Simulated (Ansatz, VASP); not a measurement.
## Two plane-wave programs on Zn3GeN

```xyz
5
Lattice="3.6762 0.0000 0.0000 0.0000 3.6762 0.0000 0.0000 0.0000 5.8919" Properties=species:S:1:pos:R:3 pbc="T T T"
Zn    0.0000    1.8381    2.9281
Zn    1.8381    1.8381    5.7996
Zn    1.8381    0.0000    2.9281
Ge    0.0000    0.0000    0.8479
N     1.8381    1.8381    3.8321
```

Change from the starting cell: species swapped into the PrBPt3 type (P4mm, No. 99).

Alike in both runs: functional PBE; k mesh 6 × 6 × 4; occupations gaussian, width 0.1 eV; no spin polarisation.

Ansatz relaxed the structure, and its values are those at the end. VASP's run is a single point on that final structure, the one shown.

```csv
,VASP,Ansatz
version,VASP 6.6.1,Ansatz 0.2.0
potentials or method,"VASP PAW PBE potentials, release 64 (Zn, Ge_d, N), cutoff 520 eV","scalar-relativistic, plane waves, PAW"
valence electrons in the cell,55,55
```

Ansatz gave:

| Quantity | Value |
| --- | --- |
| gap on the k mesh at the Fermi level (eV) | none |
| pressure (GPa) | 0.1 |
| rms of the force components (eV/Å) | 0.006 |

Question: Which values does VASP return?

Answer: gap on the k mesh at the Fermi level (eV): none; pressure (GPa): 0.5; rms of the force components (eV/Å): 0.023.

A gap of «none» marks a metal or a gap that the smearing closes. With one functional, cell and mesh, what is left measures potentials, basis and numerics.
